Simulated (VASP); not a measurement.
Wanted: the native input for a VASP 6.6.1 run.

```
Task                   : single point
Functional             : r2SCAN
Potentials or basis    : VASP PAW PBE potentials, release 64 (Co, H)
Cutoff                 : 520 eV
k mesh                 : 4 × 4 × 5
Occupations            : fermi-dirac, width 0.1 eV
Spin                   : collinear spin, ferromagnetic start
Starting moments       : [3.0, 3.0, 3.0, 3.0, 3.0, 3.0, 0.0, 0.0] μB
Dipole correction      : no
Further INCAR settings : ALGO = Normal; EDIFF = 1e-07; NBANDS = 42
```

Crystal: Co3H.

```
Co H
1.0
     2.38825    4.13658    0.00000
    -2.38825    4.13658    0.00000
     0.00000    0.00000    3.84360
Co H
6 2
Direct
  0.83300 0.83300 0.25000
  0.16700 0.66600 0.75000
  0.33400 0.83300 0.25000
  0.16700 0.16700 0.75000
  0.83300 0.33400 0.25000
  0.66600 0.16700 0.75000
  0.33330 0.33340 0.25000
  0.66660 0.66670 0.75000
```

The input as run:

POSCAR

```
Co3H
1.0
    2.3882540000      4.1365770000      0.0000000000
   -2.3882540000      4.1365770000      0.0000000000
    0.0000000000      0.0000000000      3.8435960000
Co H
6 2
Direct
    0.8330000000      0.8330000000      0.2500000000
    0.1670000000      0.6660000000      0.7500000000
    0.3340000000      0.8330000000      0.2500000000
    0.1670000000      0.1670000000      0.7500000000
    0.8330000000      0.3340000000      0.2500000000
    0.6660000000      0.1670000000      0.7500000000
    0.3333000000      0.3334000000      0.2500000000
    0.6666000000      0.6667000000      0.7500000000
```

INCAR.step1

```
SYSTEM = Co3H
PREC     = Accurate       ! precision mode
ENCUT    = 520            ! plane-wave cutoff, eV
ISMEAR   = -1             ! smearing method
SIGMA    = 0.1            ! smearing width, eV
LREAL    = .False.        ! projectors in reciprocal space
LASPH    = .True.         ! aspherical terms in the spheres
NELM     = 150            ! most SCF steps
ISPIN    = 2              ! spin polarisation
MAGMOM   = 3 3 3 3 3 3 0 0 ! initial moments
LMAXMIX  = 4              ! l up to which the mixer works
NBANDS   = 42             ! bands
GGA      = PE             ! functional
ALGO     = Normal         ! electronic algorithm
EDIFF    = 1E-4           ! SCF threshold, eV
LWAVE    = .True.         ! write WAVECAR
LCHARG   = .False.        ! write CHGCAR
```

INCAR.step2

```
SYSTEM = Co3H
PREC     = Accurate       ! precision mode
ENCUT    = 520            ! plane-wave cutoff, eV
EDIFF    = 1E-7           ! SCF threshold, eV
ISMEAR   = -1             ! smearing method
SIGMA    = 0.1            ! smearing width, eV
LREAL    = .False.        ! projectors in reciprocal space
LASPH    = .True.         ! aspherical terms in the spheres
NELM     = 150            ! most SCF steps
ALGO     = Normal         ! electronic algorithm
ISIF     = 2              ! what is computed and relaxed
LWAVE    = .False.        ! write WAVECAR
LCHARG   = .False.        ! write CHGCAR
ISPIN    = 2              ! spin polarisation
MAGMOM   = 3 3 3 3 3 3 0 0 ! initial moments
LORBIT   = 11             ! projections on sites
LMAXMIX  = 4              ! l up to which the mixer works
METAGGA  = R2SCAN         ! meta-GGA
LMIXTAU  = .True.       
NBANDS   = 42             ! bands
ISTART   = 1
```

KPOINTS

```
regular mesh
0
Gamma
  4 4 5
  0 0 0
```

Potentials or basis: VASP PAW PBE potentials, release 64 (Co, H).

Command:

```sh
$ cat potpaw_PBE.64/Co/POTCAR potpaw_PBE.64/H/POTCAR > POTCAR
$ cp INCAR.step1 INCAR
$ mpirun -np 1 vasp_std > vasp.out
$ cp INCAR.step2 INCAR
$ mpirun -np 1 vasp_std > vasp.out
```

It gave:

The pressure is 1.4 GPa. The largest force is 0.890 eV/Å, the net moment is 10.66 μB per cell and the site moments are Co +1.81; H +0.02 μB. The valence electrons inside the program's atomic spheres are Co 8.32; H 0.39.

Caveat: the k points lie up to 0.38 Å⁻¹ apart; the PAW data sets were made with another functional, which shifts forces and pressure a little.

It took 8.1 min on 1 thread of Intel(R) Xeon(R) Platinum 8259CL CPU @ 2.50GHz (Skylake/Cascade Lake), with other jobs on the host, peak memory 0.29 GiB.
